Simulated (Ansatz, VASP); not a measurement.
This is a calculation of Mo for VASP 6.6.1.

Contents of INCAR:

```
SYSTEM = Mo
PREC = Accurate
ENCUT = 520
EDIFF = 1E-7
ISMEAR = -1
SIGMA = 0.05
LREAL = .FALSE.
LASPH = .TRUE.
NELM = 150
ALGO = Normal
ISIF = 2
LWAVE = .FALSE.
LCHARG = .FALSE.
LNONCOLLINEAR = .TRUE.
MAGMOM = 0 0 0
LORBIT = 11
LSORBIT = .TRUE.
GGA_COMPAT = .FALSE.
LORBMOM = .TRUE.
LMAXMIX = 4
GGA = PS
NBANDS = 25
```

KPOINTS

```
Automatic mesh
0
G
  12 12 12
  0 0 0
```

The input POSCAR:

```
Mo
1.0
   -1.6148719360      1.6148719360      1.6148719360
    1.6148719360     -1.6148719360      1.6148719360
    1.6148719360      1.6148719360     -1.6148719360
Mo
1
Direct
    0.0000000000      0.0000000000      0.0000000000
```

Potentials or basis: VASP PAW PBE potentials, release 64 (Mo_sv).

The run is started by

```console
$ cat potpaw_PBE.64/Mo_sv/POTCAR > POTCAR
$ mpirun -np 1 vasp_ncl > vasp.out
```

Problem. Set up the same calculation for Ansatz 0.2.0. Potentials there: Ansatz PAW.

Solution. As run (the cutoff follows the program's own potentials):

input.yaml

```yaml
crystal:
  lattice:
    - [-1.614871936, 1.614871936, 1.614871936]
    - [1.614871936, -1.614871936, 1.614871936]
    - [1.614871936, 1.614871936, -1.614871936]
  atoms:
    - { symbol: Mo, position: [0.0, 0.0, 0.0] }
hamiltonian:
  xc: pbesol
  pseudopotentials: { kind: paw_fr }
magnetization:
  noncollinear: true
  spin_orbit: true
kpoints:
  mp_grid: { grid: [12, 12, 12] }
scf:
  occupations: { method: fermi_dirac, width: 0.05 }
output:
  forces: true
  stress: true
  eigenvalues: true
```

Potentials or basis: Ansatz PAW.

The run is started by

```console
$ ansatz run input.yaml --threads 2 --pin off --max-ram 5120MiB --backend cpu --events-out ev --progress --plain --runs-dir out
```

Both were run:

|  | VASP | Ansatz | Ansatz less VASP |
| --- | --- | --- | --- |
| pressure (GPa) | -21.5 | -21.8 | -0.37 |

VASP's potentials were made for PBE, not for PBEsol. The functional is the same, so the differences come from potentials, cutoffs and numerics.
